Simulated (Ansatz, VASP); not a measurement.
# Au in VASP and in Ansatz

POSCAR

```
Au
1.0
   -1.5246874800      1.5246874800      1.6572690000
    1.5246874800     -1.5246874800      1.6572690000
    1.5246874800      1.5246874800     -1.6572690000
Au
1
Direct
    0.0000000000      0.0000000000      0.0000000000
```

Contents of INCAR.step1:

```
SYSTEM = Au
ALGO     = Normal         ! electronic algorithm
EDIFF    = 1E-4           ! SCF threshold, eV
ENCUT    = 520            ! plane-wave cutoff, eV
GGA      = PE             ! functional
ISMEAR   = 0              ! smearing method
LASPH    = .TRUE.         ! aspherical terms in the spheres
LCHARG   = .FALSE.        ! write CHGCAR
LREAL    = .FALSE.        ! projectors in reciprocal space
LWAVE    = .TRUE.         ! write WAVECAR
NBANDS   = 12             ! bands
NELM     = 60             ! most SCF steps
PREC     = Accurate       ! precision mode
SIGMA    = 0.15           ! smearing width, eV
```

The input INCAR.step2:

```
SYSTEM = Au
ALGO     = Normal         ! electronic algorithm
EDIFF    = 1E-6           ! SCF threshold, eV
ENCUT    = 520            ! plane-wave cutoff, eV
ISIF     = 2              ! what is computed and relaxed
ISMEAR   = 0              ! smearing method
ISTART   = 1            
LASPH    = .TRUE.         ! aspherical terms in the spheres
LCHARG   = .FALSE.        ! write CHGCAR
LMIXTAU  = .TRUE.       
LREAL    = .FALSE.        ! projectors in reciprocal space
LWAVE    = .FALSE.        ! write WAVECAR
METAGGA  = R2SCAN         ! meta-GGA
NBANDS   = 12             ! bands
NELM     = 60             ! most SCF steps
PREC     = Accurate       ! precision mode
SIGMA    = 0.15           ! smearing width, eV
```

Contents of KPOINTS:

```
k-points
0
G
  24 24 24
  0 0 0
```

Input for Ansatz:

```yaml
crystal:
  lattice:
    - [-1.52468748, 1.52468748, 1.657269]
    - [1.52468748, -1.52468748, 1.657269]
    - [1.52468748, 1.52468748, -1.657269]
  atoms:
    - { symbol: Au, position: [0.0, 0.0, 0.0] }
basis:
  ecutwfc: 500
kpoints:
  mp_grid: { grid: [24, 24, 24] }
hamiltonian:
  xc: r2scan
scf:
  occupations: { method: gaussian, width: 0.15 }
output:
  forces: true
  stress: true
  eigenvalues: true
```

Change from the starting cell: strain -0.080 along x and y, +0.000 along z, atoms carried along.

Alike in both runs: task single point; functional r2SCAN; k mesh 24 × 24 × 24; occupations gaussian, width 0.15 eV; no spin polarisation.

```csv
,VASP,Ansatz
version,VASP 6.6.1,Ansatz 0.2.0
potentials or method,"VASP PAW PBE potentials, release 64 (Au), cutoff 520 eV","scalar-relativistic, plane waves, PAW"
valence electrons in the cell,11,19
```

|  | VASP | Ansatz | Ansatz less VASP |
| --- | --- | --- | --- |
| gap on the k mesh at the Fermi level (eV) | none | none | - |
| pressure (GPa) | 30.3 | 29.6 | -0.70 |
| traceless stress, the component that is largest in VASP (GPa) | 0.70 | 0.68 | -0.022 |

VASP's potentials were made for PBE, not for r2SCAN. A gap of «none» marks a metal or a gap that the smearing closes. Both programs put the cell under a high pressure, so it lies far from rest at this level. VASP's potentials hold 11 valence electrons a cell and Ansatz's 19, so a difference there can come from the potentials and not from the codes.

Neither program's run includes spin-orbit coupling.
